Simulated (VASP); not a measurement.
# H4C in VASP: notebook

The runs below take H4C through single point, relaxation of the atoms, with PBE+D3(BJ).

Everything below comes from runs of VASP 6.6.1. Logs are shortened: lines on timing, memory, paths and dates and some standing lists are left out, and cuts for length are marked.

## (1) The cell of the first run

The cell holds an amorphous packing of atoms, 40 atoms: a = 7.683 Å, b = 7.683 Å, c = 7.683 Å, α = 90.00°, β = 90.00°, γ = 90.00°.

## (2) Single point, PBE+D3(BJ)

INCAR reads:

```
SYSTEM = H4C
PREC     = Accurate       ! precision mode
ENCUT    = 520            ! plane-wave cutoff, eV
EDIFF    = 1E-6           ! SCF threshold, eV
ISMEAR   = -1             ! smearing method
SIGMA    = 0.05           ! smearing width, eV
LREAL    = Auto         
LASPH    = .TRUE.         ! aspherical terms in the spheres
NELM     = 100            ! most SCF steps
ALGO     = Normal         ! electronic algorithm
ISIF     = 2              ! what is computed and relaxed
LWAVE    = .FALSE.        ! write WAVECAR
LCHARG   = .FALSE.        ! write CHGCAR
GGA      = PE             ! functional
IVDW     = 12             ! dispersion correction
NBANDS   = 58             ! bands
```

KPOINTS reads:

```
Automatic mesh
0
G
  1 1 1
  0 0 0
```

POSCAR reads:

```
H4C
1.0
    7.6834750000      0.0000000000      0.0000000000
    0.0000000000      7.6834750000      0.0000000000
    0.0000000000      0.0000000000      7.6834750000
C H
8 32
Direct
   -0.0153434998      0.7416194871      0.6712264740
    0.9914407022      0.4869878039      0.3147210055
    0.2534580601      0.8294889725      0.0662673220
    0.5730260913      0.2479142757      0.2732414733
    0.1399057038      0.0906329688      0.4350006976
    0.2632371362      0.3636342325      0.8505528231
    0.6847293732      0.6303560861      0.0231059717
    0.5214980221      0.8927043640      0.6240069213
    0.1160704018      0.7036326723      0.6295313784
   -0.0843704211      0.6271605113      0.7205144405
   -0.0868684144      0.7948962397      0.5599196626
   -0.0059362869      0.8406857083      0.7741943362
    0.9786585104      0.4111937223      0.1944725393
    1.1292170703      0.4968609213      0.3509920951
    0.9200333122      0.4216580411      0.4196824302
    0.9380995093      0.6173612687      0.2943903985
    0.3578530813      0.8999059381      0.1327803666
    0.1338980159      0.9060408689      0.0727498306
    0.2319278128      0.7039549261      0.1302758327
    0.2893750097      0.8079060338     -0.0699588120
    0.5758851126      0.3874733052      0.3029425752
    0.5857671039      0.1741131583      0.3945286324
    0.6819483222      0.2162348314      0.1861913307
    0.4494809277      0.2146312965      0.2096930851
    0.1274207401      0.1285195272      0.2983538608
    0.2230386690      0.1843180698      0.5018633850
    0.1977481066     -0.0385963228      0.4431769373
    0.0114121096      0.0894685664      0.4960809384
    0.3439867941      0.4192449167      0.9538620393
    0.1262580120      0.3968136920      0.8738195280
    0.2786314933      0.2217596895      0.8485390394
    0.3035732363      0.4179526121      0.7247836856
    0.7009084989      0.4920939601     -0.0083723761
    0.6187110492      0.6424281959      0.1485594726
    0.6070188231      0.6933749598     -0.0773933228
    0.8126165717      0.6919202305      0.0300025586
    0.5475974185      0.8983857862      0.4840867358
    0.6420743676      0.9148706756      0.6959019779
    0.4693321336      0.7640989407      0.6566479714
    0.4259639195      0.9924956665      0.6585790581
```

Potentials or basis: VASP PAW PBE potentials, release 64 (C, H).

Run with:

```sh
$ cat potpaw_PBE.64/C/POTCAR potpaw_PBE.64/H/POTCAR > POTCAR
$ mpirun -np 1 vasp_gam > vasp.out
```

OUTCAR:

```text
SYSTEM = H4C
   PREC = Accurate
   ENCUT = 520
   EDIFF = 1E-6
   ISMEAR = -1
   LREAL = Auto
   LASPH = .TRUE.
   NELM = 100
   ISIF = 2
   GGA = PE
   IVDW = 12
 IVDW          = 12

 ion  position               nearest neighbor table
   1  0.985  0.742  0.671-  10 1.09  11 1.10   9 1.10  12 1.10
   2  0.991  0.487  0.315-  16 1.09  13 1.10  15 1.10  14 1.10
   3  0.253  0.829  0.066-  18 1.09  17 1.09  20 1.10  19 1.10
   4  0.573  0.248  0.273-  22 1.10  21 1.10  24 1.10  23 1.10
   5  0.140  0.091  0.435-  27 1.09  26 1.09  28 1.09  25 1.09
   6  0.263  0.364  0.851-  29 1.09  31 1.10  32 1.10  30 1.10
   7  0.685  0.630  0.023-  35 1.09  36 1.09  34 1.09  33 1.10
   8  0.521  0.893  0.624-  38 1.09  40 1.09  37 1.09  39 1.10
   9  0.116  0.704  0.630-   1 1.10
  10  0.916  0.627  0.721-   1 1.09
  11  0.913  0.795  0.560-   1 1.10
  12  0.994  0.841  0.774-   1 1.10
  13  0.979  0.411  0.194-   2 1.10
  14  0.129  0.497  0.351-   2 1.10
[... 24 lines left out ...]
  39  0.469  0.764  0.657-   8 1.10
  40  0.426  0.992  0.659-   8 1.09

  LATTYP: Found a simple cubic cell.
 ALAT       =     7.6834750000

  Lattice vectors:

 A1 = (   7.6834750000,   0.0000000000,   0.0000000000)
 A2 = (   0.0000000000,   7.6834750000,   0.0000000000)
 A3 = (   0.0000000000,   0.0000000000,   7.6834750000)

Analysis of symmetry for initial positions (statically):
=====================================================================
 Subroutine PRICEL returns:
 Original cell was already a primitive cell.

 Routine SETGRP: Setting up the symmetry group for a
 simple cubic supercell.

 Subroutine GETGRP returns: Found  1 space group operations
 (whereof  1 operations were pure point group operations)
 out of a pool of 48 trial point group operations.

The static configuration has the point symmetry C_1 .

Analysis of symmetry for dynamics (positions and initial velocities):
=====================================================================
 Subroutine PRICEL returns:
 Original cell was already a primitive cell.

 Routine SETGRP: Setting up the symmetry group for a
 simple cubic supercell.

 Subroutine GETGRP returns: Found  1 space group operations
 (whereof  1 operations were pure point group operations)
 out of a pool of 48 trial point group operations.

The dynamic configuration has the point symmetry C_1 .

 Subroutine INISYM returns: Found  1 space group operations
 (whereof  1 operations are pure point group operations),
 and found     1 'primitive' translations

----------------------------------------------------------------------------------------

                                     Primitive cell

  volume of cell :     453.6000

  direct lattice vectors                    reciprocal lattice vectors
     7.683475000  0.000000000  0.000000000     0.130149444  0.000000000  0.000000000
     0.000000000  7.683475000  0.000000000     0.000000000  0.130149444  0.000000000
     0.000000000  0.000000000  7.683475000     0.000000000  0.000000000  0.130149444

  length of vectors
     7.683475000  7.683475000  7.683475000     0.130149444  0.130149444  0.130149444

  position of ions in fractional coordinates (direct lattice)
     0.984656500  0.741619487  0.671226474
     0.991440702  0.486987804  0.314721005
     0.253458060  0.829488973  0.066267322
     0.573026091  0.247914276  0.273241473
     0.139905704  0.090632969  0.435000698
     0.263237136  0.363634232  0.850552823
[... 32 lines left out ...]
     0.469332134  0.764098941  0.656647971
     0.425963919  0.992495666  0.658579058

  ion indices of the primitive-cell ions
   primitive index   ion index
                 1           1
                 2           2
                 3           3
                 4           4
                 5           5
                 6           6
[... 32 lines left out ...]
                39          39
                40          40

----------------------------------------------------------------------------------------

 KPOINTS: Automatic mesh

Automatic generation of k-mesh.
 Grid dimensions read from file:
 generate k-points for:    1    1    1

 Generating k-lattice:

  Cartesian coordinates                     Fractional coordinates (reciprocal lattice)
     0.130149444  0.000000000  0.000000000     1.000000000  0.000000000  0.000000000
     0.000000000  0.130149444  0.000000000     0.000000000  1.000000000  0.000000000
     0.000000000  0.000000000  0.130149444     0.000000000  0.000000000  1.000000000

  Length of vectors
     0.130149444  0.130149444  0.130149444

  Shift w.r.t. Gamma in fractional coordinates (k-lattice)
     0.000000000  0.000000000  0.000000000

 Subroutine IBZKPT returns following result:
 ===========================================

 Found      1 irreducible k-points:

 Following reciprocal coordinates:
            Coordinates               Weight
  0.000000  0.000000  0.000000      1.000000
   k-points           NKPTS =      1   k-points in BZ     NKDIM =      1   number of bands    NBANDS=     58
   number of dos      NEDOS =    301   number of ions     NIONS =     40
   total plane-waves  NPLWV = 216000
   dimension x,y,z NGX =    60 NGY =   60 NGZ =   60
   dimension x,y,z NGXF=   120 NGYF=  120 NGZF=  120
   ions per type =               8  32
   NGX,Y,Z   is equivalent  to a cutoff of  12.98, 12.98, 12.98 a.u.
   NGXF,Y,Z  is equivalent  to a cutoff of  25.96, 25.96, 25.96 a.u.
 SYSTEM =  H4C
   PREC   = accura    normal or accurate (medium, high low for compatibility)
   ISTART =      0    job   : 0-new  1-cont  2-samecut
   ICHARG =      2    charge: 1-file 2-atom 10-const
   ISPIN  =      1    spin polarized calculation?
   LNONCOLLINEAR =      F non collinear calculations
   LSORBIT =      F    spin-orbit coupling
   LASPH  =      T    aspherical Exc in radial PAW
   ENCUT  =  520.0 eV  38.22 Ry    6.18 a.u.  14.29 14.29 14.29*2*pi/ulx,y,z
   NELM   =    100;   NELMIN=  2; NELMDL= -5     # of ELM steps
   EDIFF  = 0.1E-05   stopping-criterion for ELM
   LREAL  =      T    real-space projection
   EDIFFG = 0.1E-04   stopping-criterion for IOM
   NSW    =      0    number of steps for IOM
   IBRION =     -1    ionic relax: 0-MD 1-quasi-New 2-CG
   NFREE  =      0    steps in history (QN), initial steepest desc. (CG)
   ISIF   =      2    stress and relaxation
   ISYM   =      2    0-nonsym 1-usesym 2-fastsym
   POTIM  = 0.5000    time-step for ionic-motion
   TEBEG  =    0.0;   TEEND  =   0.0 temperature during run
   PSTRESS=    0.0 pullay stress
   NELECT =      64.0000    total number of electrons
   NUPDOWN=      -1.0000    fix difference up-down
   EMIN   =  10.00;   EMAX   =-10.00  energy-range for DOS
   EFERMI =   0.00;   METHOD = LEGACY
   ISMEAR =    -1;   SIGMA  =   0.05  broadening in eV -4-tet -1-fermi 0-gaus
   EFERMI_NEDOS =   21; number of points for ismear=-14 and -15
   IALGO  =     38    algorithm
   IMIX   =      4    mixing-type and parameters
     AMIX     =   0.40;   BMIX     =  1.00
     AMIX_MAG =   1.60;   BMIX_MAG =  1.00
  volume/ion in A,a.u.               =      11.34        76.53
  Fermi-wavevector in a.u.,A,eV,Ry     =   0.852270  1.610557  9.882781  0.726364
  Thomas-Fermi vector in A             =   1.968532
   LORBIT       =      0    0 simple, 1 ext, 2 COOP (PROOUT), +10 PAW based schemes
   GGA     = PE    functional components
   LHFCALC =     F    Hartree Fock is set to
   AEXX    =    0.0000 exact exchange contribution
   IVDW    =    12    specifies the selected vdW correction
   LEPSILON=     F    determine dielectric tensor
   LRPA    =     F    only Hartree local field effects (RPA)
 non-spin polarized calculation
  energy-cutoff  :      520.00
  volume of cell :      453.60
 maximum number of plane-waves:      6099
 NGX is ok and might be reduce to    60
   NGX = 29   NGY = 29   NGZ = 29

 number of electron      64.0000000 magnetization

 Free energy of the ion-electron system (eV)
  ---------------------------------------------------
  ext. energy  EPLUGINS =         0.00000000
  ---------------------------------------------------
  free energy    TOTEN  =      -192.06360770 eV

  energy without entropy =     -192.06360770  energy(sigma->0) =     -192.06360770

 E-fermi :  -5.1782     XC(G=0):  -5.8372

 val. band max:       -6.4054126803   @ k =   0.0000   0.0000   0.0000
 cond. band min:       0.7698788475   @ k =   0.0000   0.0000   0.0000
 fundamental gap:      7.1752915278
 Fermi energy:        -5.1782117624

 k-point     1 :       0.0000    0.0000    0.0000
  band No.  band energies     occupation
      1     -15.1205      2.00000
      2     -14.7838      2.00000
      3     -14.7223      2.00000
      4     -14.7009      2.00000
      5     -14.6669      2.00000
      6     -14.6280      2.00000
[... 36 lines left out ...]
     43       4.2147      0.00000
     44       4.4981      0.00000
 [bands above 44 left out]

------------------------ aborting loop because EDIFF is reached ----------------------------------------

 Edisp (eV)   -1.19343

 E8    (eV) :    -0.2517

  FORCE on cell =-STRESS in cart. coord.  units (eV):
  Direction    XX          YY          ZZ          XY          YZ          ZX
  --------------------------------------------------------------------------------------
  -------------------------------------------------------------------------------------
  Total       0.21250     0.57680     0.53541    -0.14367    -0.70570     0.27866
  in kB       0.75057     2.03733     1.89113    -0.50748    -2.49264     0.98425
  external pressure =        1.56 kB  Pullay stress =        0.00 kB

 VOLUME and BASIS-vectors are now :
 -----------------------------------------------------------------------------
  energy-cutoff  :      520.00
  volume of cell :      453.60
      direct lattice vectors                 reciprocal lattice vectors
     7.683475000  0.000000000  0.000000000     0.130149444  0.000000000  0.000000000
     0.000000000  7.683475000  0.000000000     0.000000000  0.130149444  0.000000000
     0.000000000  0.000000000  7.683475000     0.000000000  0.000000000  0.130149444

 POSITION                                       TOTAL-FORCE (eV/Angst)
 -----------------------------------------------------------------------------------
      7.56558      5.69821      5.15735         0.075033      0.054267      0.024155
      7.61771      3.74176      2.41815         0.029796     -0.060406      0.040101
      1.94744      6.37336      0.50916         0.053565     -0.049231     -0.029588
      4.40283      1.90484      2.09944        -0.005944     -0.022900     -0.037635
      1.07496      0.69638      3.34232        -0.064313      0.054044     -0.066984
      2.02258      2.79397      6.53520        -0.039815     -0.009138     -0.033498
[... 32 lines left out ...]
      3.60610      5.87094      5.04534         0.000081     -0.035056      0.010749
      3.27288      7.62582      5.06018         0.017063     -0.012323     -0.007092
 -----------------------------------------------------------------------------------
    total drift:                               -0.009927      0.008341      0.012070

  FREE ENERGIE OF THE ION-ELECTRON SYSTEM (eV)
  ---------------------------------------------------
  free  energy   TOTEN  =      -193.2570335085 eV

  energy  without entropy=     -193.2570335084  energy(sigma->0) =     -193.25703351
```

Run time: 61 s. Hardware: 1 thread of Intel Xeon Platinum 8488C (Sapphire Rapids), shared host; peak memory 0.45 GiB.

Results:

```yaml
Free_energy: -193.2570 eV
Pressure: 0.2 GPa
Largest_force: 0.172 eV/Å
Band_gap_on_the_k_mesh: 7.18 eV
Dispersion_energy_per_atom: -0.030 eV
```

Forces on the atoms (eV/Å):
```
C    0.075  0.054  0.024
C    0.030 -0.060  0.040
C    0.054 -0.049 -0.030
C   -0.006 -0.023 -0.038
C   -0.064  0.054 -0.067
C   -0.040 -0.009 -0.033
C    0.010 -0.058 -0.032
C   -0.029  0.011  0.002
H   -0.148  0.039  0.050
H    0.016 -0.002  0.028
H    0.054 -0.031  0.057
H   -0.023 -0.124 -0.118
H    0.027  0.031  0.043
H   -0.044 -0.017 -0.017
H    0.033  0.042 -0.064
H    0.017 -0.018  0.015
H    0.030  0.012  0.008
H   -0.084  0.064 -0.008
H    0.022  0.017 -0.015
H   -0.010 -0.003  0.028
H   -0.012 -0.052 -0.026
H   -0.001 -0.007 -0.027
H   -0.071  0.020  0.062
H    0.081  0.026  0.044
H   -0.021  0.016 -0.020
H    0.057  0.082  0.051
H    0.029 -0.093 -0.007
H   -0.055  0.014  0.019
H    0.005  0.003  0.021
H    0.057 -0.016 -0.007
H   -0.003  0.028  0.001
H   -0.003 -0.028  0.027
H   -0.006  0.036  0.007
H   -0.022  0.005  0.056
H   -0.067  0.040 -0.081
H    0.045  0.040 -0.004
H    0.000 -0.001 -0.027
H    0.049  0.003  0.034
H    0.000 -0.035  0.011
H    0.017 -0.012 -0.007
```

Caveat: the k points lie up to 0.82 Å⁻¹ apart.

## (3) Single point, PBE+D3(BJ)

INCAR reads:

```
PREC = Accurate
ENCUT = 520
EDIFF = 1E-7
ISMEAR = -1
SIGMA = 0.05
LREAL = Auto
LASPH = T
NELM = 80
ALGO = Normal
ISIF = 2
LWAVE = F
LCHARG = F
GGA = PE
IVDW = 12
NBANDS = 58
```

KPOINTS reads:

```
regular mesh
0
Gamma
  1 1 1
```

POSCAR reads:

```
H4C
1.0
    7.6834750000      0.0000000000      0.0000000000
    0.0000000000      7.6834750000      0.0000000000
    0.0000000000      0.0000000000      7.6834750000
C H
8 32
Direct
   -0.0765669180      0.6587383964      0.7507930982
    1.0298725512      0.5177865484      0.3323496205
    0.1314899834      0.9431800064     -0.0188326246
    0.5410442541      0.1695586958      0.1813242055
    0.0738077497      0.1149740189      0.5264284715
    0.3170440458      0.3432170990      0.8553031018
    0.6001321017      0.6518404758      0.1478497685
    0.5324674057      0.8619277085      0.6540790463
   -0.1423704769      0.7347456717      0.6553414959
    0.0533742870      0.6927594611      0.7622592642
   -0.0813694325      0.5165761586      0.7526932801
   -0.1343142263      0.6846641656      0.8745652195
    0.9350847110      0.4145650243      0.3006712458
    1.1201702355      0.5257386794      0.2188332753
    1.1137278380      0.5022336898      0.4371719827
    0.9605940021      0.6414285203      0.3368267613
    0.2706587839      0.9231369921     -0.0071191746
    0.0837251374      0.9463296230     -0.1536674486
    0.1066054097      1.0641408998      0.0330058990
    0.0680681593      0.8148786844      0.0361685305
    0.5609050592      0.1871158558      0.0349190959
    0.5567272621      0.0419211359      0.2246900003
    0.3960187285      0.2045168365      0.1807905928
    0.6146177348      0.2600255744      0.2746804018
    0.1291733233      0.2423512799      0.4797959257
   -0.0259517992      0.1369692750      0.6392289947
    0.1823263562      0.0345546774      0.5771607248
   -0.0047244248      0.0548059309      0.4138492023
    0.3919450509      0.4647636649      0.8387611074
    0.2324859520      0.3599803474      0.9690016562
    0.4137060380      0.2377309746      0.8634764869
    0.2334620728      0.3279245394      0.7457823446
    0.5248666782      0.5404325517      0.1044709588
    0.5866225894      0.6535584485      0.2887365417
    0.5618161053      0.7779422722      0.0863020964
    0.7353834040      0.6391248751      0.1139848831
    0.6203833552      0.8164274628      0.5538249295
    0.5401201930      0.7514438454      0.7432184005
    0.4024090662      0.8901310930      0.5891344737
    0.5771997696      0.9989490432      0.7034577454
```

Potentials or basis: VASP PAW PBE potentials, release 64 (C, H).

Run with:

```sh
$ cat potpaw_PBE.64/C/POTCAR potpaw_PBE.64/H/POTCAR > POTCAR
$ mpirun -np 1 vasp_gam > vasp.out
```

Run time: 64 s. Hardware: 1 thread of Intel Xeon Platinum 8488C (Sapphire Rapids), shared host; peak memory 0.45 GiB.

Results (log left out):

```
Free energy                : -191.4408 eV
Pressure                   : -0.1 GPa
Largest force              : 3.989 eV/Å
Band gap on the k mesh     : 6.72 eV
Dispersion energy per atom : -0.029 eV
```

Forces in eV/Å, atoms in the order of the input:
```
C   -0.964 -1.361  0.996
C   -0.630  0.478 -3.000
C   -0.445 -3.875 -0.838
C   -1.409  2.886 -0.846
C   -1.448  0.409  0.122
C    0.744  0.805  0.289
C   -0.325  0.823 -0.195
C   -0.425  1.997 -0.586
H   -0.395 -0.098 -0.921
H    2.117  0.610 -0.086
H   -0.296 -0.182 -1.043
H   -0.476  0.655  0.865
H    0.346  0.012  0.574
H   -0.385  0.030  0.140
H    0.719 -0.486  1.943
H   -0.029  0.171  0.206
H    0.462 -0.118 -0.436
H    0.571  0.022  0.080
H   -1.015  1.919  1.650
H    0.590  2.269 -0.079
H    0.880 -0.218  1.598
H    0.213 -1.793  0.362
H    1.200 -0.350  0.700
H   -0.624 -0.671 -1.337
H   -0.491 -0.895  0.437
H    1.313 -0.058 -1.369
H   -0.533  0.013 -0.398
H    1.073  0.348  1.113
H   -0.177 -0.081 -0.013
H    0.287 -0.308  0.202
H   -0.618  0.044  0.069
H   -0.455 -0.225 -0.903
H   -0.098  0.008 -0.472
H    0.038  0.336  0.284
H   -0.296 -0.734  0.415
H    0.639 -0.438 -0.039
H    0.335  0.398 -0.684
H   -0.631  0.455  0.655
H    0.898 -0.749  0.764
H   -0.262 -2.047 -0.218
```

Stress tensor (GPa, compression positive):
```
-0.29 -0.72 -0.09
-0.72 -0.46  0.45
-0.09  0.45  0.60
```

Levels at points of the mesh, in eV from the valence-band top:
```csv
k point,band 30,band 31,band 32,band 33,band 34,band 35
"(0.00, 0.00, 0.00)",-0.29,-0.20,0.00,6.72,8.47,8.77
```

Caveat: the k points lie up to 0.82 Å⁻¹ apart.

[end of part 1 of 3]
